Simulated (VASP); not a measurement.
# TiO2 (Fm-3m) in VASP: further runs

TiO2 is run at these levels: r2SCAN; tasks: single point.

Everything below comes from runs of VASP 6.6.1. Logs are shortened: lines on timing, memory, paths and dates and some standing lists are left out, and cuts for length are marked.

## (1) The cell of the first run

The structure is cubic, space group Fm-3m (No. 225). The conventional cell has a = 4.745 Å, b = 4.745 Å, c = 4.745 Å, α = 90.00°, β = 90.00°, γ = 90.00°. Within 2.7 Å of Ti (site symmetry m-3m) lie 8 O at 2.05 Å. Within 2.7 Å of O (site symmetry -43m) lie 4 Ti at 2.05 Å and 6 O at 2.37 Å.

## (2) Single point, r2SCAN (volume changed by -3%)

POSCAR

```
TiO2
1.0
    0.0000000000      2.3726152241      2.3726152241
    2.3726152241      0.0000000000      2.3726152241
    2.3726152241      2.3726152241      0.0000000000
Ti O
1 2
Direct
    0.0000000000      0.0000000000      0.0000000000
    0.2500000000      0.2500000000      0.2500000000
    0.7500000000      0.7500000000      0.7500000000
```

INCAR.step1

```
ALGO = Normal ; EDIFF = 1E-4
ENCUT = 520 ; GGA = PE
ISMEAR = 0 ; LASPH = T
LCHARG = F ; LREAL = F
LWAVE = T ; NBANDS = 19
NELM = 60 ; PREC = Accurate
SIGMA = 0.01
```

INCAR.step2

```
ALGO = Normal ; EDIFF = 1E-7
ENCUT = 520 ; ISIF = 2
ISMEAR = 0 ; ISTART = 1
LASPH = T ; LCHARG = F
LMIXTAU = T ; LREAL = F
LWAVE = F ; METAGGA = R2SCAN
NBANDS = 19 ; NELM = 60
PREC = Accurate ; SIGMA = 0.01
```

KPOINTS

```
k-points
0
Gamma
  8 8 8
```

Potentials or basis: VASP PAW PBE potentials, release 64 (Ti_sv, O).

Launch:

```console
cat potpaw_PBE.64/Ti_sv/POTCAR potpaw_PBE.64/O/POTCAR > POTCAR
cp INCAR.step1 INCAR
mpirun -np 1 vasp_std > vasp.out
cp INCAR.step2 INCAR
mpirun -np 1 vasp_std > vasp.out
```

OUTCAR:

```text
EDIFF = 1E-7
   ENCUT = 520
   ISIF = 2
   ISMEAR = 0
   ISTART = 1
   LASPH = T
   LREAL = F
   METAGGA = R2SCAN
   NELM = 60
   PREC = Accurate

 ion  position               nearest neighbor table
   1  0.000  0.000  0.000-   3 2.05   3 2.05   3 2.05   2 2.05   2 2.05   2 2.05   3 2.05   2 2.05

   2  0.250  0.250  0.250-   1 2.05   1 2.05   1 2.05   1 2.05
   3  0.750  0.750  0.750-   1 2.05   1 2.05   1 2.05   1 2.05

  LATTYP: Found a face centered cubic cell.
 ALAT       =     4.7452304482

  Lattice vectors:

 A1 = (   0.0000000000,   2.3726152241,   2.3726152241)
 A2 = (   2.3726152241,   0.0000000000,   2.3726152241)
 A3 = (   2.3726152241,   2.3726152241,   0.0000000000)

Analysis of symmetry for initial positions (statically):
=====================================================================
 Subroutine PRICEL returns:
 Original cell was already a primitive cell.

 Routine SETGRP: Setting up the symmetry group for a
 face centered cubic supercell.

 Subroutine GETGRP returns: Found 48 space group operations
 (whereof 48 operations were pure point group operations)
 out of a pool of 48 trial point group operations.

The static configuration has the point symmetry O_h .

Analysis of symmetry for dynamics (positions and initial velocities):
=====================================================================
 Subroutine PRICEL returns:
 Original cell was already a primitive cell.

 Routine SETGRP: Setting up the symmetry group for a
 face centered cubic supercell.

 Subroutine GETGRP returns: Found 48 space group operations
 (whereof 48 operations were pure point group operations)
 out of a pool of 48 trial point group operations.

The dynamic configuration has the point symmetry O_h .

 Subroutine INISYM returns: Found 48 space group operations
 (whereof 48 operations are pure point group operations),
 and found     1 'primitive' translations

----------------------------------------------------------------------------------------

                                     Primitive cell

  volume of cell :      26.7123

  direct lattice vectors                    reciprocal lattice vectors
     0.000000000  2.372615224  2.372615224    -0.210737921  0.210737921  0.210737921
     2.372615224  0.000000000  2.372615224     0.210737921 -0.210737921  0.210737921
     2.372615224  2.372615224  0.000000000     0.210737921  0.210737921 -0.210737921

  length of vectors
     3.355384628  3.355384628  3.355384628     0.365008787  0.365008787  0.365008787

  position of ions in fractional coordinates (direct lattice)
     0.000000000  0.000000000  0.000000000
     0.250000000  0.250000000  0.250000000
     0.750000000  0.750000000  0.750000000

  ion indices of the primitive-cell ions
   primitive index   ion index
                 1           1
                 2           2
                 3           3

----------------------------------------------------------------------------------------

 KPOINTS: k-points

Automatic generation of k-mesh.
 Grid dimensions read from file:
 generate k-points for:    8    8    8

 Generating k-lattice:

  Cartesian coordinates                     Fractional coordinates (reciprocal lattice)
    -0.026342240  0.026342240  0.026342240     0.125000000  0.000000000  0.000000000
     0.026342240 -0.026342240  0.026342240     0.000000000  0.125000000  0.000000000
     0.026342240  0.026342240 -0.026342240     0.000000000  0.000000000  0.125000000

  Length of vectors
     0.045626098  0.045626098  0.045626098

  Shift w.r.t. Gamma in fractional coordinates (k-lattice)
     0.000000000  0.000000000  0.000000000

 Subroutine IBZKPT returns following result:
 ===========================================

 Found     29 irreducible k-points:

 Following reciprocal coordinates:
            Coordinates               Weight
  0.000000  0.000000  0.000000      1.000000
  0.125000  0.000000  0.000000      8.000000
  0.250000  0.000000  0.000000      8.000000
  0.375000  0.000000  0.000000      8.000000
  0.500000  0.000000  0.000000      4.000000
  0.125000  0.125000  0.000000      6.000000
[... 16 lines left out ...]
  0.500000  0.250000  0.125000     48.000000
 -0.375000  0.250000  0.125000     24.000000
 [... further k-points ...]
   k-points           NKPTS =     29   k-points in BZ     NKDIM =     29   number of bands    NBANDS=     19
   number of dos      NEDOS =    301   number of ions     NIONS =      3
   total plane-waves  NPLWV =  21952
   dimension x,y,z NGX =    28 NGY =   28 NGZ =   28
   dimension x,y,z NGXF=    56 NGYF=   56 NGZF=   56
   ions per type =               1   2
   NGX,Y,Z   is equivalent  to a cutoff of  13.87, 13.87, 13.87 a.u.
   NGXF,Y,Z  is equivalent  to a cutoff of  27.75, 27.75, 27.75 a.u.
 SYSTEM =  unknown system
   PREC   = accura    normal or accurate (medium, high low for compatibility)
   ISTART =      1    job   : 0-new  1-cont  2-samecut
   ICHARG =      0    charge: 1-file 2-atom 10-const
   ISPIN  =      1    spin polarized calculation?
   LNONCOLLINEAR =      F non collinear calculations
   LSORBIT =      F    spin-orbit coupling
   LASPH  =      T    aspherical Exc in radial PAW
   ENCUT  =  520.0 eV  38.22 Ry    6.18 a.u.   6.24  6.24  6.24*2*pi/ulx,y,z
   NELM   =     60;   NELMIN=  2; NELMDL=  0     # of ELM steps
   EDIFF  = 0.1E-06   stopping-criterion for ELM
   LREAL  =      F    real-space projection
   EDIFFG = 0.1E-05   stopping-criterion for IOM
   NSW    =      0    number of steps for IOM
   IBRION =     -1    ionic relax: 0-MD 1-quasi-New 2-CG
   NFREE  =      0    steps in history (QN), initial steepest desc. (CG)
   ISIF   =      2    stress and relaxation
   ISYM   =      2    0-nonsym 1-usesym 2-fastsym
   POTIM  = 0.5000    time-step for ionic-motion
   TEBEG  =    0.0;   TEEND  =   0.0 temperature during run
   PSTRESS=    0.0 pullay stress
   NELECT =      24.0000    total number of electrons
   NUPDOWN=      -1.0000    fix difference up-down
   EMIN   =  10.00;   EMAX   =-10.00  energy-range for DOS
   EFERMI =   0.00;   METHOD = LEGACY
   ISMEAR =     0;   SIGMA  =   0.01  broadening in eV -4-tet -1-fermi 0-gaus
   EFERMI_NEDOS =   21; number of points for ismear=-14 and -15
   IALGO  =     38    algorithm
   IMIX   =      4    mixing-type and parameters
     AMIX     =   0.40;   BMIX     =  1.00
     AMIX_MAG =   1.60;   BMIX_MAG =  1.00
  volume/ion in A,a.u.               =       8.90        60.09
  Fermi-wavevector in a.u.,A,eV,Ry     =   1.579700  2.985200 33.952684  2.495452
  Thomas-Fermi vector in A             =   2.680040
   LORBIT       =      0    0 simple, 1 ext, 2 COOP (PROOUT), +10 PAW based schemes
   METAGGA = R2SCAN    functional components
   LHFCALC =     F    Hartree Fock is set to
   AEXX    =    0.0000 exact exchange contribution
   IVDW    =     0    specifies the selected vdW correction
   LEPSILON=     F    determine dielectric tensor
   LRPA    =     F    only Hartree local field effects (RPA)
 non-spin polarized calculation
 Gauss-broadening in eV      SIGMA  =   0.01
  energy-cutoff  :      520.00
  volume of cell :       26.71
 maximum number of plane-waves:       730
 NGX is ok and might be reduce to    28
   NGX = 13   NGY = 13   NGZ = 13

 number of electron      23.9999998 magnetization

 Free energy of the ion-electron system (eV)
  ---------------------------------------------------
  ext. energy  EPLUGINS =         0.00000000
  ---------------------------------------------------
  free energy    TOTEN  =       -34.06811023 eV

  energy without entropy =      -34.06811023  energy(sigma->0) =      -34.06811023

 E-fermi :   7.7038     XC(G=0): -13.2438

 val. band max:        7.5236631529   @ k =   0.5000   0.5000   0.0000
 cond. band min:       9.1025234467   @ k =   0.0000   0.0000   0.0000
 fundamental gap:      1.5788602938
 Fermi energy:         7.7037541777

 k-point     1 :       0.0000    0.0000    0.0000
  band No.  band energies     occupation
      1     -52.4043      2.00000
      2     -27.4405      2.00000
      3     -27.4405      2.00000
      4     -27.4405      2.00000
      5     -13.4624      2.00000
      6      -9.4567      2.00000
[... 11 lines left out ...]
     18      16.0547      0.00000
     19      22.7645      0.00000

 k-point     2 :       0.1250    0.0000    0.0000
  band No.  band energies     occupation
      1     -52.4002      2.00000
      2     -27.4866      2.00000
      3     -27.4457      2.00000
      4     -27.4457      2.00000
      5     -13.2645      2.00000
      6      -9.6904      2.00000
[... 11 lines left out ...]
     18      16.5975      0.00000
     19      22.6970      0.00000

 k-point     3 :       0.2500    0.0000    0.0000
  band No.  band energies     occupation
      1     -52.3903      2.00000
      2     -27.5953      2.00000
      3     -27.4583      2.00000
      4     -27.4582      2.00000
      5     -12.7555      2.00000
      6     -10.2183      2.00000
[... 11 lines left out ...]
     18      17.7827      0.00000
     19      22.6930      0.00000

 k-point     4 :       0.3750    0.0000    0.0000
  band No.  band energies     occupation
      1     -52.3804      2.00000
      2     -27.7009      2.00000
      3     -27.4708      2.00000
      4     -27.4708      2.00000
      5     -12.1616      2.00000
      6     -10.7497      2.00000
[... 11 lines left out ...]
     18      18.4071      0.00000
     19      23.2518      0.00000

 k-point     5 :       0.5000    0.0000    0.0000
  band No.  band energies     occupation
      1     -52.3763      2.00000
      2     -27.7437      2.00000
      3     -27.4759      2.00000
      4     -27.4759      2.00000
      5     -11.8350      2.00000
      6     -11.0281      2.00000
[... 11 lines left out ...]
     18      18.4180      0.00000
     19      23.7696      0.00000
[... 334 lines left out ...]
      2     -27.7609      2.00000
      3     -27.5276      2.00000
      4     -27.5276      2.00000
      5     -11.3613      2.00000
      6     -11.1271      2.00000
[... 11 lines left out ...]
     18      19.9294      0.00000
     19      23.0220      0.00000

 k-point    22 :       0.3750    0.2500    0.1250
  band No.  band energies     occupation
      1     -52.3829      2.00000
      2     -27.6287      2.00000
      3     -27.5078      2.00000
      4     -27.4741      2.00000
      5     -12.3489      2.00000
      6     -10.5395      2.00000
[... 11 lines left out ...]
     18      18.3099      0.00000
     19      22.9359      0.00000

 k-point    23 :       0.5000    0.2500    0.1250
  band No.  band energies     occupation
      1     -52.3750      2.00000
      2     -27.6809      2.00000
      3     -27.5461      2.00000
      4     -27.4883      2.00000
      5     -11.8398      2.00000
      6     -10.9211      2.00000
[... 11 lines left out ...]
     18      19.0125      0.00000
     19      23.6498      0.00000

 k-point    24 :      -0.3750    0.2500    0.1250
  band No.  band energies     occupation
      1     -52.3717      2.00000
      2     -27.7016      2.00000
      3     -27.5614      2.00000
      4     -27.4953      2.00000
      5     -11.5502      2.00000
      6     -11.1412      2.00000
[... 11 lines left out ...]
     18      19.1875      0.00000
     19      24.1669      0.00000

 [... further k-points ...]
[... 5 lines left out ...]
  --------------------------------------------------------------------------------------
  -------------------------------------------------------------------------------------
  Total        1.7832125      1.7832125      1.7832125     -0.0000000     -0.0000000     -0.0000000
  in kB      106.9551598    106.9551598    106.9551598     -0.0000000     -0.0000000     -0.0000000
  external PRESSURE =     106.9551598 kB  Pullay stress =       0.0000000 kB

 VOLUME and BASIS-vectors are now :
 -----------------------------------------------------------------------------
  energy-cutoff  :      520.00
  volume of cell :       26.71
      direct lattice vectors                 reciprocal lattice vectors
     0.000000000  2.372615224  2.372615224    -0.210737921  0.210737921  0.210737921
     2.372615224  0.000000000  2.372615224     0.210737921 -0.210737921  0.210737921
     2.372615224  2.372615224  0.000000000     0.210737921  0.210737921 -0.210737921

 POSITION                                       TOTAL-FORCE (eV/Angst)
 -----------------------------------------------------------------------------------
      0.00000      0.00000      0.00000         0.000000      0.000000      0.000000
      1.18631      1.18631      1.18631         0.000000      0.000000     -0.000000
      3.55892      3.55892      3.55892        -0.000000     -0.000000      0.000000
 -----------------------------------------------------------------------------------
    total drift:                                0.000000     -0.000000      0.000000

  FREE ENERGIE OF THE ION-ELECTRON SYSTEM (eV)
  ---------------------------------------------------
  free  energy   TOTEN  =       -34.0681102309 eV

  energy  without entropy=      -34.0681102309  energy(sigma->0) =      -34.06811023
```

Wall time 1.9 min (1 thread of Intel Xeon Platinum 8488C (Sapphire Rapids), shared host); peak memory 0.17 GiB.

Results:

| Property | Result |
| --- | --- |
| Free energy | -34.0681 eV |
| Pressure | 10.7 GPa |
| Band gap on the k mesh | 1.58 eV, indirect (least direct gap 2.32 eV) |

Caveat: the cell differs from its parent crystal (volume changed by -3%); the PAW data sets were made with another functional, which shifts forces and pressure a little. A k mesh can miss the band edges.

## (3) Single point, r2SCAN

This run uses another cell than the first one, of 9.18 Å³/atom, 1.031 times its volume.

POSCAR

```
TiO2
1.0
    0.0000000000      2.3968272558      2.3968272558
    2.3968272558      0.0000000000      2.3968272558
    2.3968272558      2.3968272558      0.0000000000
Ti O
1 2
Direct
    0.0000000000      0.0000000000      0.0000000000
    0.2500000000      0.2500000000      0.2500000000
    0.7500000000      0.7500000000      0.7500000000
```

INCAR.step1

```
SYSTEM = TiO2
ALGO = Normal
EDIFF = 1E-4
ENCUT = 520
GGA = PE
ISMEAR = 0
LASPH = .TRUE.
LCHARG = .FALSE.
LREAL = .FALSE.
LWAVE = .TRUE.
NBANDS = 19
NELM = 100
PREC = Accurate
SIGMA = 0.01
```

INCAR.step2

```
SYSTEM = TiO2
ALGO = Normal
EDIFF = 1E-6
ENCUT = 520
ISIF = 2
ISMEAR = 0
ISTART = 1
LASPH = .TRUE.
LCHARG = .FALSE.
LMIXTAU = .TRUE.
LREAL = .FALSE.
LWAVE = .FALSE.
METAGGA = R2SCAN
NBANDS = 19
NELM = 100
PREC = Accurate
SIGMA = 0.01
```

KPOINTS

```
k-points
0
G
  8 8 8
  0 0 0
```

Potentials or basis: VASP PAW PBE potentials, release 64 (Ti_sv, O).

Launch:

```console
cat potpaw_PBE.64/Ti_sv/POTCAR potpaw_PBE.64/O/POTCAR > POTCAR
cp INCAR.step1 INCAR
mpirun -np 1 vasp_std > vasp.out
cp INCAR.step2 INCAR
mpirun -np 1 vasp_std > vasp.out
```

Wall time 79 s (1 thread of Intel Xeon Platinum 8488C (Sapphire Rapids), shared host); peak memory 0.17 GiB.

It converged, with:

| Quantity | Value |
| --- | --- |
| Free energy | -34.1008 eV |
| Pressure | 1.6 GPa |
| Band gap on the k mesh | 1.55 eV, indirect (least direct gap 2.24 eV) |

Levels at points of the mesh, in eV from the valence-band top:
```
           k point  band 9  band 10  band 11  band 12  band 13  band 14  band 15  band 16
(0.00, 0.00, 0.00)   -6.19    -0.91    -0.91    -0.91     1.55     1.55     5.72     5.72
(0.50, 0.00, 0.00)   -3.49    -3.35    -2.62    -2.62     1.86     1.86     3.16     5.32
(0.50, 0.50, 0.00)   -4.77    -2.15    -2.15     0.00     2.24     2.25     3.19     4.48
```

Caveat: the PAW data sets were made with another functional, which shifts forces and pressure a little.

(Part 1 of 2 ends here.)
